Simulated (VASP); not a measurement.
# GeP5 (F-43m) in VASP: notebook

GeP5 is run at these levels: PBE; tasks: single point.

Everything below comes from runs of VASP 6.6.1. Logs are shortened: lines on timing, memory, paths and dates and some standing lists are left out, and cuts for length are marked.

## 1. The cell of the first run

The structure is cubic, space group F-43m (No. 216). The conventional cell has a = 7.233 Å, b = 7.233 Å, c = 7.233 Å, α = 90.00°, β = 90.00°, γ = 90.00°. Within 4.0 Å of Ge (site symmetry -43m) lie 16 P at 3.01 to 3.13 Å. P (site symmetry -43m) has 12 P at 2.99 Å and 4 Ge at 3.13 Å within 3.9 Å. Within 3.3 Å of P (site symmetry 3m) lie 9 P at 2.47 to 2.99 Å and 3 Ge at 3.01 Å.

The cell was generated, and may not be a known phase.

## 2. Single point, PBE

File INCAR:

```
PREC = Accurate
ENCUT = 520
EDIFF = 1E-6
ISMEAR = 0
SIGMA = 0.1
LREAL = F
LASPH = T
NELM = 80
ALGO = Normal
ISIF = 2
LWAVE = F
LCHARG = F
GGA = PE
NBANDS = 28
```

File KPOINTS:

```
regular mesh
0
Gamma
  4 4 4
```

File POSCAR:

```
GeP5
1.0
    0.0000000000      3.6166458625      3.6166458625
    3.6166458625      0.0000000000      3.6166458625
    3.6166458625      3.6166458625      0.0000000000
Ge P
1 5
Direct
    0.0000000000      0.0000000000      0.0000000000
    0.7500000000      0.7500000000      0.7500000000
    0.3792231502      0.3792231502      0.8623305493
    0.3792231502      0.8623305493      0.3792231502
    0.8623305493      0.3792231502      0.3792231502
    0.3792231502      0.3792231502      0.3792231502
```

Potentials or basis: VASP PAW PBE potentials, release 64 (Ge_d, P).

On the command line:

```sh
> cat potpaw_PBE.64/Ge_d/POTCAR potpaw_PBE.64/P/POTCAR > POTCAR
> mpirun -np 1 vasp_std > vasp.out
```

OUTCAR:

```text
PREC = Accurate
   ENCUT = 520
   EDIFF = 1E-6
   ISMEAR = 0
   LREAL = F
   LASPH = T
   NELM = 80
   ISIF = 2
   GGA = PE

 ion  position               nearest neighbor table
   1  0.000  0.000  0.000-
   2  0.750  0.750  0.750-
   3  0.379  0.379  0.862-   4 2.47   5 2.47   6 2.47   6 2.64   4 2.64   5 2.64
   4  0.379  0.862  0.379-   3 2.47   5 2.47   6 2.47   3 2.64   6 2.64   5 2.64
   5  0.862  0.379  0.379-   3 2.47   4 2.47   6 2.47   6 2.64   3 2.64   4 2.64
   6  0.379  0.379  0.379-   3 2.47   4 2.47   5 2.47   3 2.64   4 2.64   5 2.64

  LATTYP: Found a face centered cubic cell.
 ALAT       =     7.2332917250

  Lattice vectors:

 A1 = (   0.0000000000,   3.6166458625,   3.6166458625)
 A2 = (   3.6166458625,   0.0000000000,   3.6166458625)
 A3 = (   3.6166458625,   3.6166458625,   0.0000000000)

Analysis of symmetry for initial positions (statically):
=====================================================================
 Subroutine PRICEL returns:
 Original cell was already a primitive cell.

 Routine SETGRP: Setting up the symmetry group for a
 face centered cubic supercell.

 Subroutine GETGRP returns: Found 24 space group operations
 (whereof 24 operations were pure point group operations)
 out of a pool of 48 trial point group operations.

The static configuration has the point symmetry T_d .

Analysis of symmetry for dynamics (positions and initial velocities):
=====================================================================
 Subroutine PRICEL returns:
 Original cell was already a primitive cell.

 Routine SETGRP: Setting up the symmetry group for a
 face centered cubic supercell.

 Subroutine GETGRP returns: Found 24 space group operations
 (whereof 24 operations were pure point group operations)
 out of a pool of 48 trial point group operations.

The dynamic configuration has the point symmetry T_d .

 Subroutine INISYM returns: Found 24 space group operations
 (whereof 24 operations are pure point group operations),
 and found     1 'primitive' translations

----------------------------------------------------------------------------------------

                                     Primitive cell

  volume of cell :      94.6124

  direct lattice vectors                    reciprocal lattice vectors
     0.000000000  3.616645862  3.616645862    -0.138249643  0.138249643  0.138249643
     3.616645862  0.000000000  3.616645862     0.138249643 -0.138249643  0.138249643
     3.616645862  3.616645862  0.000000000     0.138249643  0.138249643 -0.138249643

  length of vectors
     5.114709629  5.114709629  5.114709629     0.239455406  0.239455406  0.239455406

  position of ions in fractional coordinates (direct lattice)
     0.000000000  0.000000000  0.000000000
     0.750000000  0.750000000  0.750000000
     0.379223150  0.379223150  0.862330549
     0.379223150  0.862330549  0.379223150
     0.862330549  0.379223150  0.379223150
     0.379223150  0.379223150  0.379223150

  ion indices of the primitive-cell ions
   primitive index   ion index
                 1           1
                 2           2
                 3           3
                 4           4
                 5           5
                 6           6

----------------------------------------------------------------------------------------

 KPOINTS: regular mesh

Automatic generation of k-mesh.
 Grid dimensions read from file:
 generate k-points for:    4    4    4

 Generating k-lattice:

  Cartesian coordinates                     Fractional coordinates (reciprocal lattice)
    -0.034562411  0.034562411  0.034562411     0.250000000  0.000000000  0.000000000
     0.034562411 -0.034562411  0.034562411     0.000000000  0.250000000  0.000000000
     0.034562411  0.034562411 -0.034562411     0.000000000  0.000000000  0.250000000

  Length of vectors
     0.059863852  0.059863852  0.059863852

  Shift w.r.t. Gamma in fractional coordinates (k-lattice)
     0.000000000  0.000000000  0.000000000

 Subroutine IBZKPT returns following result:
 ===========================================

 Found      8 irreducible k-points:

 Following reciprocal coordinates:
            Coordinates               Weight
  0.000000  0.000000  0.000000      1.000000
  0.250000  0.000000  0.000000      8.000000
  0.500000  0.000000  0.000000      4.000000
  0.250000  0.250000  0.000000      6.000000
  0.500000  0.250000  0.000000     24.000000
 -0.250000  0.250000  0.000000     12.000000
  0.500000  0.500000  0.000000      3.000000
 -0.250000  0.500000  0.250000      6.000000
   k-points           NKPTS =      8   k-points in BZ     NKDIM =      8   number of bands    NBANDS=     28
   number of dos      NEDOS =    301   number of ions     NIONS =      6
   total plane-waves  NPLWV =  64000
   dimension x,y,z NGX =    40 NGY =   40 NGZ =   40
   dimension x,y,z NGXF=    80 NGYF=   80 NGZF=   80
   ions per type =               1   5
   NGX,Y,Z   is equivalent  to a cutoff of  13.00, 13.00, 13.00 a.u.
   NGXF,Y,Z  is equivalent  to a cutoff of  26.00, 26.00, 26.00 a.u.
 SYSTEM =  unknown system
   PREC   = accura    normal or accurate (medium, high low for compatibility)
   ISTART =      0    job   : 0-new  1-cont  2-samecut
   ICHARG =      2    charge: 1-file 2-atom 10-const
   ISPIN  =      1    spin polarized calculation?
   LNONCOLLINEAR =      F non collinear calculations
   LSORBIT =      F    spin-orbit coupling
   LASPH  =      T    aspherical Exc in radial PAW
   ENCUT  =  520.0 eV  38.22 Ry    6.18 a.u.   9.51  9.51  9.51*2*pi/ulx,y,z
   NELM   =     80;   NELMIN=  2; NELMDL= -5     # of ELM steps
   EDIFF  = 0.1E-05   stopping-criterion for ELM
   LREAL  =      F    real-space projection
   EDIFFG = 0.1E-04   stopping-criterion for IOM
   NSW    =      0    number of steps for IOM
   IBRION =     -1    ionic relax: 0-MD 1-quasi-New 2-CG
   NFREE  =      0    steps in history (QN), initial steepest desc. (CG)
   ISIF   =      2    stress and relaxation
   ISYM   =      2    0-nonsym 1-usesym 2-fastsym
   POTIM  = 0.5000    time-step for ionic-motion
   TEBEG  =    0.0;   TEEND  =   0.0 temperature during run
   PSTRESS=    0.0 pullay stress
   NELECT =      39.0000    total number of electrons
   NUPDOWN=      -1.0000    fix difference up-down
   EMIN   =  10.00;   EMAX   =-10.00  energy-range for DOS
   EFERMI =   0.00;   METHOD = LEGACY
   ISMEAR =     0;   SIGMA  =   0.10  broadening in eV -4-tet -1-fermi 0-gaus
   EFERMI_NEDOS =   21; number of points for ismear=-14 and -15
   IALGO  =     38    algorithm
   IMIX   =      4    mixing-type and parameters
     AMIX     =   0.40;   BMIX     =  1.00
     AMIX_MAG =   1.60;   BMIX_MAG =  1.00
  volume/ion in A,a.u.               =      15.77       106.41
  Fermi-wavevector in a.u.,A,eV,Ry     =   1.218373  2.302392 20.196945  1.484434
  Thomas-Fermi vector in A             =   2.353662
   LORBIT       =      0    0 simple, 1 ext, 2 COOP (PROOUT), +10 PAW based schemes
   GGA     = PE    functional components
   LHFCALC =     F    Hartree Fock is set to
   AEXX    =    0.0000 exact exchange contribution
   IVDW    =     0    specifies the selected vdW correction
   LEPSILON=     F    determine dielectric tensor
   LRPA    =     F    only Hartree local field effects (RPA)
 non-spin polarized calculation
 Gauss-broadening in eV      SIGMA  =   0.10
  energy-cutoff  :      520.00
  volume of cell :       94.61
 maximum number of plane-waves:      2637
 NGX is ok and might be reduce to    40
   NGX = 19   NGY = 19   NGZ = 19

 number of electron      38.9999998 magnetization

 Free energy of the ion-electron system (eV)
  ---------------------------------------------------
  ext. energy  EPLUGINS =         0.00000000
  ---------------------------------------------------
  free energy    TOTEN  =       -27.29567359 eV

  energy without entropy =      -27.29170835  energy(sigma->0) =      -27.29369097

 E-fermi :   9.0533     XC(G=0): -11.2635

 val. band max:        9.0516496103   @ k =   0.5000   0.0000   0.0000
 cond. band min:       9.2572809028   @ k =   0.2500   0.0000   0.0000
 fundamental gap:      0.2056312925
 Fermi energy:         9.0532828377

 k-point     1 :       0.0000    0.0000    0.0000
  band No.  band energies     occupation
      1     -16.4331      2.00000
      2     -16.4331      2.00000
      3     -16.4324      2.00000
      4     -16.4324      2.00000
      5     -16.4324      2.00000
      6      -7.2156      2.00000
[... 20 lines left out ...]
     27      14.8858      0.00000
     28      16.4782      0.00000

 k-point     2 :       0.2500    0.0000    0.0000
  band No.  band energies     occupation
      1     -16.4332      2.00000
      2     -16.4332      2.00000
      3     -16.4324      2.00000
      4     -16.4322      2.00000
      5     -16.4322      2.00000
      6      -6.7810      2.00000
[... 20 lines left out ...]
     27      13.8336      0.00000
     28      15.5588      0.00000

 k-point     3 :       0.5000    0.0000    0.0000
  band No.  band energies     occupation
      1     -16.4333      2.00000
      2     -16.4333      2.00000
      3     -16.4324      2.00000
      4     -16.4319      2.00000
      5     -16.4319      2.00000
      6      -5.9767      2.00000
[... 20 lines left out ...]
     27      13.2078      0.00000
     28      14.3729      0.00000

 k-point     4 :       0.2500    0.2500    0.0000
  band No.  band energies     occupation
      1     -16.4334      2.00000
      2     -16.4329      2.00000
      3     -16.4326      2.00000
      4     -16.4320      2.00000
      5     -16.4320      2.00000
      6      -6.6299      2.00000
[... 20 lines left out ...]
     27      13.4663      0.00000
     28      14.9968      0.00000

 k-point     5 :       0.5000    0.2500    0.0000
  band No.  band energies     occupation
      1     -16.4335      2.00000
      2     -16.4330      2.00000
      3     -16.4325      2.00000
      4     -16.4319      2.00000
      5     -16.4318      2.00000
      6      -5.7885      2.00000
[... 20 lines left out ...]
     27      12.4268      0.00000
     28      12.9306      0.00000

 k-point     6 :      -0.2500    0.2500    0.0000
  band No.  band energies     occupation
      1     -16.4333      2.00000
      2     -16.4332      2.00000
      3     -16.4323      2.00000
      4     -16.4320      2.00000
      5     -16.4320      2.00000
      6      -6.1218      2.00000
[... 20 lines left out ...]
     27      12.6290      0.00000
     28      13.1531      0.00000

 k-point     7 :       0.5000    0.5000    0.0000
  band No.  band energies     occupation
      1     -16.4337      2.00000
      2     -16.4328      2.00000
      3     -16.4328      2.00000
      4     -16.4316      2.00000
      5     -16.4316      2.00000
      6      -5.3510      2.00000
[... 20 lines left out ...]
     27      11.1160      0.00000
     28      14.1510      0.00000

 k-point     8 :      -0.2500    0.5000    0.2500
  band No.  band energies     occupation
      1     -16.4335      2.00000
      2     -16.4330      2.00000
      3     -16.4323      2.00000
      4     -16.4321      2.00000
      5     -16.4316      2.00000
      6      -5.2960      2.00000
[... 20 lines left out ...]
     27      11.7306      0.00000
     28      12.2423      0.00000

------------------------ aborting loop because EDIFF is reached ----------------------------------------

  FORCE on cell =-STRESS in cart. coord.  units (eV):
  Direction    XX          YY          ZZ          XY          YZ          ZX
  --------------------------------------------------------------------------------------
  -------------------------------------------------------------------------------------
  Total       -0.0860016     -0.0860016     -0.0860016      0.0000000      0.0000000      0.0000000
  in kB       -1.4563616     -1.4563616     -1.4563616      0.0000000      0.0000000      0.0000000
  external PRESSURE =      -1.4563616 kB  Pullay stress =       0.0000000 kB

 VOLUME and BASIS-vectors are now :
 -----------------------------------------------------------------------------
  energy-cutoff  :      520.00
  volume of cell :       94.61
      direct lattice vectors                 reciprocal lattice vectors
     0.000000000  3.616645862  3.616645862    -0.138249643  0.138249643  0.138249643
     3.616645862  0.000000000  3.616645862     0.138249643 -0.138249643  0.138249643
     3.616645862  3.616645862  0.000000000     0.138249643  0.138249643 -0.138249643

 POSITION                                       TOTAL-FORCE (eV/Angst)
 -----------------------------------------------------------------------------------
      0.00000      0.00000      0.00000        -0.000000      0.000000      0.000000
      5.42497      5.42497      5.42497         0.000000      0.000000      0.000000
      4.49026      4.49026      2.74303        -0.014197     -0.014197      0.014197
      4.49026      2.74303      4.49026        -0.014197      0.014197     -0.014197
      2.74303      4.49026      4.49026         0.014197     -0.014197     -0.014197
      2.74303      2.74303      2.74303         0.014197      0.014197      0.014197
 -----------------------------------------------------------------------------------
    total drift:                                0.000000      0.000000      0.000000

  FREE ENERGIE OF THE ION-ELECTRON SYSTEM (eV)
  ---------------------------------------------------
  free  energy   TOTEN  =       -27.2956735860 eV

  energy  without entropy=      -27.2917083491  energy(sigma->0) =      -27.29369097
```

It took 48 s on 1 thread of Intel Xeon 8259CL, shared host; peak memory 0.23 GiB.

What came out:

```
Free energy            : -27.2957 eV
Pressure               : -0.1 GPa
Largest force          : 0.025 eV/Å
Band gap on the k mesh : zero (an odd number of electrons rules out a gap without spin polarisation)
```

Forces in eV/Å, atoms in the order of the input:
```
Ge   0.000  0.000  0.000
P    0.000  0.000  0.000
P   -0.014 -0.014  0.014
P   -0.014  0.014 -0.014
P    0.014 -0.014 -0.014
P    0.014  0.014  0.014
```

Caveat: the k points lie up to 0.38 Å⁻¹ apart, too coarse for converged energies and pressures of a metal; an odd number of electrons without spin polarisation forces a metal; a magnetic or distorted state may lie lower.

## 3. Single point, PBE

This run uses another cell than the first one, of 18.55 Å³/atom.

File INCAR:

```
PREC = Accurate ; ENCUT = 520
EDIFF = 1E-6 ; ISMEAR = 0
SIGMA = 0.1 ; LREAL = False
LASPH = True ; NELM = 60
ALGO = Normal ; ISIF = 2
LWAVE = False ; LCHARG = False
GGA = PE ; NBANDS = 28
```

KPOINTS is that of step 2.

File POSCAR:

```
GeP5
1.0
    0.0000000000      3.8175785900      3.8175785900
    3.8175785900      0.0000000000      3.8175785900
    3.8175785900      3.8175785900      0.0000000000
Ge P
1 5
Direct
    0.0000000000      0.0000000000      0.0000000000
    0.7500000000      0.7500000000      0.7500000000
    0.3750000000      0.3750000000      0.8750000000
    0.3750000000      0.8750000000      0.3750000000
    0.8750000000      0.3750000000      0.3750000000
    0.3750000000      0.3750000000      0.3750000000
```

Potentials or basis: VASP PAW PBE potentials, release 64 (Ge_d, P).

On the command line:

```sh
> cat potpaw_PBE.64/Ge_d/POTCAR potpaw_PBE.64/P/POTCAR > POTCAR
> mpirun -np 1 vasp_std > vasp.out
```

It took 50 s on 1 thread of Intel Xeon 8259CL, shared host; peak memory 0.23 GiB.

It converged, with:

```
Free energy            : -26.6353 eV
Pressure               : -10.1 GPa
Band gap on the k mesh : zero (an odd number of electrons rules out a gap without spin polarisation)
```

Levels at points of the mesh, in eV from the Fermi level:
```
           k point  band 18  band 19  band 20  band 21  band 22  band 23
(0.00, 0.00, 0.00)    -2.38    -2.38    -2.38     2.43     2.43     2.43
(0.50, 0.00, 0.00)    -1.75    -1.75    -0.14     0.01     1.15     1.15
(0.50, 0.50, 0.00)    -1.18    -1.14    -0.82    -0.78     0.07     0.74
```

Caveat: the cell stands under tension; an odd number of electrons without spin polarisation forces a metal; a magnetic or distorted state may lie lower.

The gap in the log of VASP goes by the Fermi energy; the results here count the filled bands.